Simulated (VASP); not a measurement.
# Si2WC3 in VASP: further runs, part 3 of 3

VASP 6.6.1.

## 6. Single point, PBE

This run uses another cell than the first one, of 10.48 Å³/atom, 1.067 times its volume.

INCAR reads:

```
SYSTEM = Si2WC3
PREC     = Accurate       ! precision mode
ENCUT    = 600            ! plane-wave cutoff, eV
EDIFF    = 1E-6           ! SCF threshold, eV
ISMEAR   = 0              ! smearing method
SIGMA    = 0.2            ! smearing width, eV
LREAL    = .False.        ! projectors in reciprocal space
LASPH    = .True.         ! aspherical terms in the spheres
NELM     = 120            ! most SCF steps
ALGO     = Normal         ! electronic algorithm
ISIF     = 2              ! what is computed and relaxed
LWAVE    = .False.        ! write WAVECAR
LCHARG   = .False.        ! write CHGCAR
GGA      = PE             ! functional
NBANDS   = 26             ! bands
GGA_COMPAT= .False.
```

KPOINTS reads:

```
Automatic mesh
0
Gamma
  4 4 4
  0 0 0
```

POSCAR reads:

```
Si2WC3
1.0
    5.2229786466      0.0000000000      0.0000000000
   -2.6114893233      4.5232321913      0.0000000000
    0.0000000000      0.0000000000      2.6606311677
Si W C
2 1 3
Direct
    0.3333333333      0.6666666667      0.0451806158
    0.6666666667      0.3333333333      0.9548193842
    0.0000000000      0.0000000000      0.0000000000
    0.5000000000      0.0000000000      0.5000000000
    0.0000000000      0.5000000000      0.5000000000
    0.5000000000      0.5000000000      0.5000000000
```

Potentials or basis: VASP PAW PBE potentials, release 64 (Si, W_sv, C).

On the command line:

```
> cat potpaw_PBE.64/Si/POTCAR potpaw_PBE.64/W_sv/POTCAR potpaw_PBE.64/C/POTCAR > POTCAR
> mpirun -np 1 vasp_std > vasp.out
```

OUTCAR:

```text
SYSTEM = Si2WC3
   PREC = Accurate
   ENCUT = 600
   EDIFF = 1E-6
   ISMEAR = 0
   LREAL = .False.
   LASPH = .True.
   NELM = 120
   ISIF = 2
   GGA = PE

 ion  position               nearest neighbor table
   1  0.333  0.667  0.045-   4 1.93   5 1.93   6 1.93   4 2.09   5 2.09   6 2.09   3 3.02   3 3.02
                             3 3.02   2 3.03   2 3.03   2 3.03
   2  0.667  0.333  0.955-   4 1.93   5 1.93   6 1.93   4 2.09   5 2.09   6 2.09   3 3.02   3 3.02
                             3 3.02   1 3.03   1 3.03   1 3.03
   3  0.000  0.000  0.000-   1 3.02   2 3.02   1 3.02   2 3.02   2 3.02   1 3.02
   4  0.500  0.000  0.500-   1 1.93   2 1.93   1 2.09   2 2.09
   5  0.000  0.500  0.500-   1 1.93   2 1.93   1 2.09   2 2.09
   6  0.500  0.500  0.500-   1 1.93   2 1.93   1 2.09   2 2.09

  LATTYP: Found a hexagonal cell.
 ALAT       =     5.2229786466
 C/A-ratio  =     0.5094087776

  Lattice vectors:

 A1 = (   5.2229786466,   0.0000000000,   0.0000000000)
 A2 = (  -2.6114893233,   4.5232321913,   0.0000000000)
 A3 = (   0.0000000000,   0.0000000000,   2.6606311677)

Analysis of symmetry for initial positions (statically):
=====================================================================
 Subroutine PRICEL returns:
 Original cell was already a primitive cell.

 Routine SETGRP: Setting up the symmetry group for a
 hexagonal supercell.

 Subroutine GETGRP returns: Found 12 space group operations
 (whereof 12 operations were pure point group operations)
 out of a pool of 24 trial point group operations.

The static configuration has the point symmetry D_3d.

Analysis of symmetry for dynamics (positions and initial velocities):
=====================================================================
 Subroutine PRICEL returns:
 Original cell was already a primitive cell.

 Routine SETGRP: Setting up the symmetry group for a
 hexagonal supercell.

 Subroutine GETGRP returns: Found 12 space group operations
 (whereof 12 operations were pure point group operations)
 out of a pool of 24 trial point group operations.

The dynamic configuration has the point symmetry D_3d.

 Subroutine INISYM returns: Found 12 space group operations
 (whereof 12 operations are pure point group operations),
 and found     1 'primitive' translations

----------------------------------------------------------------------------------------

                                     Primitive cell

  volume of cell :      62.8567

  direct lattice vectors                    reciprocal lattice vectors
     5.222978647  0.000000000  0.000000000     0.191461629  0.110540423  0.000000000
    -2.611489323  4.523232191  0.000000000     0.000000000  0.221080846  0.000000000
     0.000000000  0.000000000  2.660631168     0.000000000  0.000000000  0.375850667

  length of vectors
     5.222978647  5.222978647  2.660631168     0.221080846  0.221080846  0.375850667

  position of ions in fractional coordinates (direct lattice)
     0.333333333  0.666666667  0.045180616
     0.666666667  0.333333333  0.954819384
     0.000000000  0.000000000  0.000000000
     0.500000000  0.000000000  0.500000000
     0.000000000  0.500000000  0.500000000
     0.500000000  0.500000000  0.500000000

[... 40 lines left out ...]
  0.250000  0.250000  0.000000      6.000000
  0.000000  0.000000  0.250000      2.000000
  0.250000  0.000000  0.250000      6.000000
  0.000000  0.250000  0.250000      6.000000
  0.500000  0.000000  0.250000      6.000000
  0.250000  0.250000  0.250000     12.000000
  0.000000  0.000000  0.500000      1.000000
  0.250000  0.000000  0.500000      6.000000
  0.500000  0.000000  0.500000      3.000000
  0.250000  0.250000  0.500000      6.000000
   k-points           NKPTS =     13   k-points in BZ     NKDIM =     13   number of bands    NBANDS=     26
   number of dos      NEDOS =    301   number of ions     NIONS =      6
   total plane-waves  NPLWV =  42336
   dimension x,y,z NGX =    42 NGY =   42 NGZ =   24
   dimension x,y,z NGXF=    84 NGYF=   84 NGZF=   48
   ions per type =               2   1   3
   NGX,Y,Z   is equivalent  to a cutoff of  13.37, 13.37, 15.00 a.u.
   NGXF,Y,Z  is equivalent  to a cutoff of  26.74, 26.74, 29.99 a.u.
 SYSTEM =  Si2WC3
   PREC   = accura    normal or accurate (medium, high low for compatibility)
   ISTART =      0    job   : 0-new  1-cont  2-samecut
   ICHARG =      2    charge: 1-file 2-atom 10-const
   ISPIN  =      1    spin polarized calculation?
   LNONCOLLINEAR =      F non collinear calculations
   LSORBIT =      F    spin-orbit coupling
   LASPH  =      T    aspherical Exc in radial PAW
   ENCUT  =  600.0 eV  44.10 Ry    6.64 a.u.  10.43 10.43  5.31*2*pi/ulx,y,z
   NELM   =    120;   NELMIN=  2; NELMDL= -5     # of ELM steps
   EDIFF  = 0.1E-05   stopping-criterion for ELM
   LREAL  =      F    real-space projection
   EDIFFG = 0.1E-04   stopping-criterion for IOM
   NSW    =      0    number of steps for IOM
   IBRION =     -1    ionic relax: 0-MD 1-quasi-New 2-CG
   NFREE  =      0    steps in history (QN), initial steepest desc. (CG)
   ISIF   =      2    stress and relaxation
   ISYM   =      2    0-nonsym 1-usesym 2-fastsym
   POTIM  = 0.5000    time-step for ionic-motion
   TEBEG  =    0.0;   TEEND  =   0.0 temperature during run
   PSTRESS=    0.0 pullay stress
   NELECT =      34.0000    total number of electrons
   NUPDOWN=      -1.0000    fix difference up-down
   EMIN   =  10.00;   EMAX   =-10.00  energy-range for DOS
   EFERMI =   0.00;   METHOD = LEGACY
   ISMEAR =     0;   SIGMA  =   0.20  broadening in eV -4-tet -1-fermi 0-gaus
   EFERMI_NEDOS =   21; number of points for ismear=-14 and -15
   IALGO  =     38    algorithm
   IMIX   =      4    mixing-type and parameters
     AMIX     =   0.40;   BMIX     =  1.00
     AMIX_MAG =   1.60;   BMIX_MAG =  1.00
  volume/ion in A,a.u.               =      10.48        70.70
  Fermi-wavevector in a.u.,A,eV,Ry     =   1.333881  2.520670 24.208023  1.779239
  Thomas-Fermi vector in A             =   2.462706
   LORBIT       =      0    0 simple, 1 ext, 2 COOP (PROOUT), +10 PAW based schemes
   GGA     = PE    functional components
   LHFCALC =     F    Hartree Fock is set to
   AEXX    =    0.0000 exact exchange contribution
   IVDW    =     0    specifies the selected vdW correction
   LEPSILON=     F    determine dielectric tensor
   LRPA    =     F    only Hartree local field effects (RPA)
 non-spin polarized calculation
 Gauss-broadening in eV      SIGMA  =   0.20
  energy-cutoff  :      600.00
  volume of cell :       62.86
 maximum number of plane-waves:      2116
 NGX is ok and might be reduce to    42
   NGX = 21   NGY = 21   NGZ = 11

 number of electron      33.9999999 magnetization

 Free energy of the ion-electron system (eV)
  ---------------------------------------------------
  ext. energy  EPLUGINS =         0.00000000
  ---------------------------------------------------
  free energy    TOTEN  =       -40.64235449 eV

  energy without entropy =      -40.52973176  energy(sigma->0) =      -40.58604312

 E-fermi :   9.7907     XC(G=0): -12.3553

 val. band max:        9.7789916735   @ k =   0.5000   0.0000   0.0000
 cond. band min:       9.7980690417   @ k =   0.5000   0.0000   0.0000
 fundamental gap:      0.0190773682
 Fermi energy:         9.7906587403

 k-point     1 :       0.0000    0.0000    0.0000
  band No.  band energies     occupation
      1     -64.5072      2.00000
      2     -28.8190      2.00000
      3     -28.8190      2.00000
      4     -27.8551      2.00000
      5      -6.9352      2.00000
      6      -2.1786      2.00000
[... 366 lines left out ...]
     25      16.3476      0.00000
     26      17.0958      0.00000

------------------------ aborting loop because EDIFF is reached ----------------------------------------

  FORCE on cell =-STRESS in cart. coord.  units (eV):
  Direction    XX          YY          ZZ          XY          YZ          ZX
  --------------------------------------------------------------------------------------
  -------------------------------------------------------------------------------------
  Total       -0.0522780     -0.0522780     -0.1540828      0.0000000      0.0000000      0.0000000
  in kB       -1.3325324     -1.3325324     -3.9274706      0.0000000      0.0000000      0.0000000
  external PRESSURE =      -2.1975118 kB  Pullay stress =       0.0000000 kB

 VOLUME and BASIS-vectors are now :
 -----------------------------------------------------------------------------
  energy-cutoff  :      600.00
  volume of cell :       62.86
      direct lattice vectors                 reciprocal lattice vectors
     5.222978647  0.000000000  0.000000000     0.191461629  0.110540423  0.000000000
    -2.611489323  4.523232191  0.000000000     0.000000000  0.221080846  0.000000000
     0.000000000  0.000000000  2.660631168     0.000000000  0.000000000  0.375850667

 POSITION                                       TOTAL-FORCE (eV/Angst)
 -----------------------------------------------------------------------------------
     -0.00000      3.01549      0.12021         0.000000      0.000000     -0.073452
      2.61149      1.50774      2.54042         0.000000     -0.000000      0.073452
      0.00000      0.00000      0.00000        -0.000000      0.000000      0.000000
      2.61149      0.00000      1.33032        -0.000000      0.000000      0.000000
     -1.30574      2.26162      1.33032        -0.000000      0.000000      0.000000
      1.30574      2.26162      1.33032        -0.000000      0.000000      0.000000
 -----------------------------------------------------------------------------------
    total drift:                                0.000000     -0.000000     -0.000000

  FREE ENERGIE OF THE ION-ELECTRON SYSTEM (eV)
  ---------------------------------------------------
  free  energy   TOTEN  =       -40.6423544865 eV

  energy  without entropy=      -40.5297317598  energy(sigma->0) =      -40.58604312
```

Wall time 48 s (1 thread of Intel Xeon 8259CL, shared host); peak memory 0.21 GiB.

What came out:

| Property | Result |
| --- | --- |
| Free energy | -40.6424 eV |
| Pressure | -0.2 GPa |
| Largest force | 0.073 eV/Å |
| Band gap on the k mesh | zero (band 17 reaches 10.86 eV, above the bottom of band 18 at 8.96 eV) |

Forces in eV/Å, atoms in the order of the input:
```
Si   0.000  0.000 -0.073
Si   0.000  0.000  0.073
W    0.000  0.000  0.000
C    0.000  0.000  0.000
C    0.000  0.000  0.000
C    0.000  0.000  0.000
```

Levels at points of the mesh, in eV from the Fermi level:
```
           k point  band 15  band 16  band 17  band 18  band 19  band 20
(0.00, 0.00, 0.00)    -0.21    -0.08    -0.08     1.14     1.17     1.17
(0.50, 0.00, 0.00)    -0.78    -0.01     0.01     0.89     3.08     3.23
(0.00, 0.00, 0.50)    -0.05    -0.05     1.07     1.07     1.15     1.15
(0.50, 0.00, 0.50)    -1.58    -1.39    -1.31    -0.83     1.42     1.53
```

Caveat: the k points lie up to 0.59 Å⁻¹ apart; spin-orbit coupling is left out, which moves the levels of the heavy elements.

## 7. Summary

```tsv
cell	k mesh	gap on the mesh (eV)	pressure (GPa)	largest force (eV/Å)
a = 4.903, b = 4.903, c = 2.831 Å, angles 90.0, 90.0, 120.0°, 6 atoms	4 × 4 × 5	none	-0.2	-
a = 4.858, b = 4.858, c = 2.861 Å, angles 90.0, 90.0, 120.0°, 6 atoms	4 × 4 × 4	none	0.0	-
a = 3.250, b = 3.250, c = 8.134 Å, angles 90.0, 90.0, 120.0°, 6 atoms	5 × 5 × 2	none	-0.1	0.01
a = 5.273, b = 5.273, c = 2.612 Å, angles 90.0, 90.0, 120.0°, 6 atoms	4 × 4 × 4	none	0.2	-
a = 5.223, b = 5.223, c = 2.661 Å, angles 90.0, 90.0, 120.0°, 6 atoms	4 × 4 × 4	none	-0.2	0.07
```

Alike in all rows: task single point; level PBE; potentials or basis VASP PAW PBE potentials, release 64 (Si, W_sv, C); no spin polarisation; cutoff (eV) 600; smearing gaussian 0.2 eV.

Caveats: all runs use coarse meshes; spin-orbit coupling is left out, which moves the levels of the heavy elements.

Absolute energies hang on the potentials; compare differences alone.
